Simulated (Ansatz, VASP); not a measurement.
**Al9H: VASP beside Ansatz**

```
Al H
1.0
     5.70709    0.00000    0.00000
    -1.42677    9.70148    0.00000
     0.00000    0.00000   22.79037
Al H
18 2
Direct
  0.26622 0.06489 0.17551
  0.76622 0.06489 0.17551
  0.33548 0.34192 0.21920
  0.83548 0.34192 0.21920
  0.14933 0.59733 0.22794
  0.64933 0.59733 0.22794
  0.46318 0.85274 0.23668
  0.96318 0.85274 0.23668
  0.03198 0.12771 0.28083
  0.53198 0.12771 0.28083
  0.09979 0.40422 0.33011
  0.59979 0.40422 0.33011
  0.41440 0.65967 0.33698
  0.91440 0.65967 0.33698
  0.22631 0.91108 0.34493
  0.72631 0.91108 0.34493
  0.29624 0.18141 0.38571
  0.79624 0.18141 0.38571
  0.60626 0.36441 0.46161
  0.60626 0.48485 0.46161
```

Alike in both runs: task single point; functional PBE; k mesh 5 × 3 × 1; occupations gaussian, width 0.1 eV; no spin polarisation.

|  | VASP | Ansatz |
| --- | --- | --- |
| version | VASP 6.6.1 | Ansatz 0.2.0 |
| potentials or method | VASP PAW PBE potentials, release 64 (Al, H), cutoff 520 eV | scalar-relativistic, plane waves, PAW |
| valence electrons in the cell | 56 | 56 |

```tsv
	VASP	Ansatz	Ansatz less VASP
gap on the k mesh at the Fermi level (eV)	none	none	-
rms of the force components (eV/Å)	0.731	0.731	-0.0003
```

Atom by atom the forces differ by 0.001 eV/Å (rms over components). A gap of «none» marks a metal or a gap that the smearing closes.
